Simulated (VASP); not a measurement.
# Mg (P6_3/mmc) in VASP: further runs

Runs on Mg. Level: LDA. Tasks: single point, relaxation of cell and atoms.

All numbers are computed with VASP 6.6.1; they aren't measurements. Logs are shortened: lines on timing, memory, paths and dates and some standing lists are left out, and cuts for length are marked.

## Step 1: The cell of the first run

The structure is hexagonal, space group P6_3/mmc (No. 194). The conventional cell has a = 3.145 Å, b = 3.145 Å, c = 5.043 Å, α = 90.00°, β = 90.00°, γ = 120.00°. Within 4.1 Å of Mg (site symmetry -6m2) lie 12 Mg at 3.11 to 3.14 Å.

## Step 2: Single point, LDA

Input file INCAR:

```
SYSTEM = Mg
ALGO = Normal
EDIFF = 1E-6
ENCUT = 520
ISIF = 2
ISMEAR = 0
LASPH = .TRUE.
LCHARG = .FALSE.
LREAL = .FALSE.
LWAVE = .FALSE.
NBANDS = 9
NELM = 100
PREC = Accurate
SIGMA = 0.1
```

Input file KPOINTS:

```
k-points
0
G
  18 18 8
  0 0 0
```

Input file POSCAR:

```
Mg
1.0
    3.1447648707     -0.0000000029      0.0000000000
   -1.5723824329      2.7234462684      0.0000000000
    0.0000000000      0.0000000000      5.0427913250
Mg
2
Direct
    0.3333333333      0.6666666667      0.2500000000
    0.6666666667      0.3333333333      0.7500000000
```

Potentials or basis: VASP PAW LDA potentials, release 64 (Mg).

Command:

```
> cat potpaw_LDA.64/Mg/POTCAR > POTCAR
> mpirun -np 1 vasp_std > vasp.out
```

OUTCAR:

```text
SYSTEM = Mg
   EDIFF = 1E-6
   ENCUT = 520
   ISIF = 2
   ISMEAR = 0
   LASPH = .TRUE.
   LREAL = .FALSE.
   NELM = 100
   PREC = Accurate

 ion  position               nearest neighbor table
   1  0.333  0.667  0.250-   2 3.11   2 3.11   2 3.11   2 3.11   2 3.11   2 3.11
   2  0.667  0.333  0.750-   1 3.11   1 3.11   1 3.11   1 3.11   1 3.11   1 3.11

  LATTYP: Found a hexagonal cell.
 ALAT       =     3.1447648707
 C/A-ratio  =     1.6035511500

  Lattice vectors:

 A1 = (   3.1447648707,  -0.0000000029,   0.0000000000)
 A2 = (  -1.5723824329,   2.7234462684,   0.0000000000)
 A3 = (   0.0000000000,   0.0000000000,   5.0427913250)

Analysis of symmetry for initial positions (statically):
=====================================================================
 Subroutine PRICEL returns:
 Original cell was already a primitive cell.

 Routine SETGRP: Setting up the symmetry group for a
 hexagonal supercell.

 Subroutine GETGRP returns: Found 24 space group operations
 (whereof 12 operations were pure point group operations)
 out of a pool of 24 trial point group operations.

The static configuration has the point symmetry D_3d.
 The point group associated with its full space group is D_6h.

Analysis of symmetry for dynamics (positions and initial velocities):
=====================================================================
 Subroutine PRICEL returns:
 Original cell was already a primitive cell.

 Routine SETGRP: Setting up the symmetry group for a
 hexagonal supercell.

 Subroutine GETGRP returns: Found 24 space group operations
 (whereof 12 operations were pure point group operations)
 out of a pool of 24 trial point group operations.

The dynamic configuration has the point symmetry D_3d.
 The point group associated with its full space group is D_6h.

 Subroutine INISYM returns: Found 24 space group operations
 (whereof 12 operations are pure point group operations),
 and found     1 'primitive' translations

----------------------------------------------------------------------------------------

                                     Primitive cell

  volume of cell :      43.1895

  direct lattice vectors                    reciprocal lattice vectors
     3.144764871 -0.000000003  0.000000000     0.317988798  0.183590918  0.000000000
    -1.572382433  2.723446268  0.000000000     0.000000000  0.367181836  0.000000000
     0.000000000  0.000000000  5.042791325     0.000000000  0.000000000  0.198302871

[... 83 lines left out ...]
   EDIFF  = 0.1E-05   stopping-criterion for ELM
   LREAL  =      F    real-space projection
   EDIFFG = 0.1E-04   stopping-criterion for IOM
   NSW    =      0    number of steps for IOM
   IBRION =     -1    ionic relax: 0-MD 1-quasi-New 2-CG
   NFREE  =      0    steps in history (QN), initial steepest desc. (CG)
   ISIF   =      2    stress and relaxation
   ISYM   =      2    0-nonsym 1-usesym 2-fastsym
   POTIM  = 0.5000    time-step for ionic-motion
   TEBEG  =    0.0;   TEEND  =   0.0 temperature during run
   PSTRESS=    0.0 pullay stress
   NELECT =       4.0000    total number of electrons
   NUPDOWN=      -1.0000    fix difference up-down
   EMIN   =  10.00;   EMAX   =-10.00  energy-range for DOS
   EFERMI =   0.00;   METHOD = LEGACY
   ISMEAR =     0;   SIGMA  =   0.10  broadening in eV -4-tet -1-fermi 0-gaus
   EFERMI_NEDOS =   21; number of points for ismear=-14 and -15
   IALGO  =     38    algorithm
   IMIX   =      4    mixing-type and parameters
     AMIX     =   0.40;   BMIX     =  1.00
     AMIX_MAG =   1.60;   BMIX_MAG =  1.00
  volume/ion in A,a.u.               =      21.59       145.73
  Fermi-wavevector in a.u.,A,eV,Ry     =   0.740688  1.399698  7.464417  0.548619
  Thomas-Fermi vector in A             =   1.835150
   LORBIT       =      0    0 simple, 1 ext, 2 COOP (PROOUT), +10 PAW based schemes
   GGA     = CA    functional components
   LHFCALC =     F    Hartree Fock is set to
   AEXX    =    0.0000 exact exchange contribution
   IVDW    =     0    specifies the selected vdW correction
   LEPSILON=     F    determine dielectric tensor
   LRPA    =     F    only Hartree local field effects (RPA)
 non-spin polarized calculation
 Gauss-broadening in eV      SIGMA  =   0.10
  energy-cutoff  :      520.00
  volume of cell :       43.19
 maximum number of plane-waves:      1182
 NGX is ok and might be reduce to    24
   NGX = 11   NGY = 11   NGZ = 19

 number of electron       4.0000000 magnetization

 Free energy of the ion-electron system (eV)
  ---------------------------------------------------
  ext. energy  EPLUGINS =         0.00000000
  ---------------------------------------------------
  free energy    TOTEN  =        -3.62390959 eV

  energy without entropy =       -3.61952399  energy(sigma->0) =       -3.62171679

 E-fermi :   2.8022     XC(G=0):  -8.8789

 val. band max:        2.8013736201   @ k =   0.3889   0.1111   0.3750
 cond. band min:       2.8089572540   @ k =   0.2778   0.1667   0.1250
 fundamental gap:      0.0075836339
 Fermi energy:         2.8021800181

 k-point     1 :       0.0000    0.0000    0.0000
  band No.  band energies     occupation
      1      -4.3921      2.00000
      2       1.1101      2.00000
      3       1.6394      2.00000
      4      13.9117      0.00000
      5      13.9117      0.00000
      6      14.0503      0.00000
      7      14.0503      0.00000
      8      15.0325      0.00000
      9      16.6063      0.00000
[... 265 lines left out ...]
 k-point    24 :       0.3889    0.1111    0.0000
  band No.  band energies     occupation
      1      -0.2871      2.00000
      2       1.8201      2.00000
      3       4.9151      0.00000
      4       5.5917      0.00000
      5       6.8879      0.00000
      6       7.0079      0.00000
      7       8.6972      0.00000
      8      12.1819      0.00000
      9      13.2615      0.00000

 [... further k-points ...]
[... 5 lines left out ...]
  --------------------------------------------------------------------------------------
  -------------------------------------------------------------------------------------
  Total       -0.0847362     -0.0847362     -0.0895467      0.0000000      0.0000000      0.0000000
  in kB       -3.1434131     -3.1434131     -3.3218661      0.0000000      0.0000000      0.0000000
  external PRESSURE =      -3.2028975 kB  Pullay stress =       0.0000000 kB

 VOLUME and BASIS-vectors are now :
 -----------------------------------------------------------------------------
  energy-cutoff  :      520.00
  volume of cell :       43.19
      direct lattice vectors                 reciprocal lattice vectors
     3.144764871 -0.000000003  0.000000000     0.317988798  0.183590918  0.000000000
    -1.572382433  2.723446268  0.000000000     0.000000000  0.367181836  0.000000000
     0.000000000  0.000000000  5.042791325     0.000000000  0.000000000  0.198302871

 POSITION                                       TOTAL-FORCE (eV/Angst)
 -----------------------------------------------------------------------------------
      0.00000      1.81563      1.26070        -0.000000      0.000000      0.000000
      1.57238      0.90782      3.78209         0.000000     -0.000000      0.000000
 -----------------------------------------------------------------------------------
    total drift:                                0.000000     -0.000000      0.000000

  FREE ENERGIE OF THE ION-ELECTRON SYSTEM (eV)
  ---------------------------------------------------
  free  energy   TOTEN  =        -3.6239095863 eV

  energy  without entropy=       -3.6195239861  energy(sigma->0) =       -3.62171679
```

OSZICAR:

```text
N       E                     dE             d eps       ncg     rms          rms(c)
DAV:   1    -0.883816560394E+00   -0.88382E+00   -0.13251E+03  3330   0.319E+02
DAV:   2    -0.360755871924E+01   -0.27237E+01   -0.26752E+01  4482   0.279E+01
DAV:   3    -0.364484016304E+01   -0.37281E-01   -0.37151E-01  4383   0.266E+00
DAV:   4    -0.364493440049E+01   -0.94237E-04   -0.94233E-04  4252   0.132E-01
DAV:   5    -0.364493470541E+01   -0.30493E-06   -0.30496E-06  4269   0.696E-03    0.941E-01
DAV:   6    -0.363319149059E+01    0.11743E-01   -0.55514E-04  3775   0.132E-01    0.598E-01
DAV:   7    -0.362391859330E+01    0.92729E-02   -0.19293E-03  3517   0.241E-01    0.299E-02
DAV:   8    -0.362391063659E+01    0.79567E-05   -0.15802E-05  4744   0.205E-02    0.668E-03
DAV:   9    -0.362390960163E+01    0.10350E-05   -0.69197E-07  3380   0.389E-03    0.592E-04
DAV:  10    -0.362390958630E+01    0.15328E-07   -0.62097E-09  1992   0.422E-04
   1 F= -.36239096E+01 E0= -.36217168E+01  d E =-.438560E-02
```

stdout:

```text
POSCAR found type information on POSCAR Mg
 POSCAR found :  1 types and       2 ions
 scaLAPACK will be used
 LDA part: xc-table for (Slater(with rela. corr.)+CA(PZ))
 , standard interpolation
 POSCAR, INCAR and KPOINTS ok, starting setup
 FFT: planning ... GRIDC
 FFT: planning ... GRID_SOFT
 FFT: planning ... GRID
 WAVECAR not read
 entering main loop
```

Wall time 26 s (1 thread of Intel Xeon Platinum 8259CL at 2.50GHz (Skylake/Cascade Lake), shared host); peak memory 0.19 GiB.

Results:

| Quantity | Value |
| --- | --- |
| Free energy | -3.6239 eV |
| Pressure | -0.3 GPa |
| Band gap on the k mesh | zero (band 2 reaches 3.84 eV, above the bottom of band 3 at 1.64 eV) |

Levels at points of the mesh, in eV from the Fermi level:
| k point | band 1 | band 2 | band 3 | band 4 | band 5 | band 6 |
| --- | --- | --- | --- | --- | --- | --- |
| (0.00, 0.00, 0.00) | -7.19 | -1.69 | -1.16 | 11.11 | 11.11 | 11.25 |
| (0.50, 0.00, 0.00) | -2.26 | -2.25 | 2.75 | 3.11 | 3.49 | 3.87 |
| (0.00, 0.00, 0.50) | -5.72 | -5.72 | 5.38 | 5.38 | 11.87 | 11.87 |
| (0.50, 0.00, 0.50) | -1.17 | -1.17 | -0.48 | -0.48 | 8.21 | 8.21 |

(Part 1 of 2 ends here.)
